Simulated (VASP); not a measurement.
Mg, 1 atom in the cell. The structure is cubic, space group Fm-3m (No. 225). The conventional cell has a = 4.501 Å, b = 4.501 Å, c = 4.501 Å, α = 90.00°, β = 90.00°, γ = 90.00°. Within 4.2 Å of Mg (site symmetry m-3m) lie 12 Mg at 3.18 Å.  This cell differs from its parent crystal: volume scaled by 0.96.

- Program: VASP 6.6.1
- Task: single point
- Functional: revPBE
- Potentials or basis: VASP PAW PBE potentials, release 64 (Mg)
- Cutoff: 520 eV
- k mesh: 13 × 13 × 13
- Occupations: fermi-dirac, width 0.1 eV
- Spin: no spin polarisation
- Dipole correction: no
- Further INCAR settings: ALGO = Normal; EDIFF = 1e-06; NBANDS = 7

Potentials or basis: VASP PAW PBE potentials, release 64 (Mg).

Run with:

```console
$ cat potpaw_PBE.64/Mg/POTCAR > POTCAR
$ mpirun -np 1 vasp_std > vasp.out
```

Hardware: 1 thread of Intel Xeon 8259CL (shared host).

**Question.** How long does it take, and how much memory?

**Answer.** Wall time 11 s on 1 thread of Intel Xeon 8259CL, on a shared host, peak memory 0.14 GiB. Counts: scf iterations 9, k points 84.
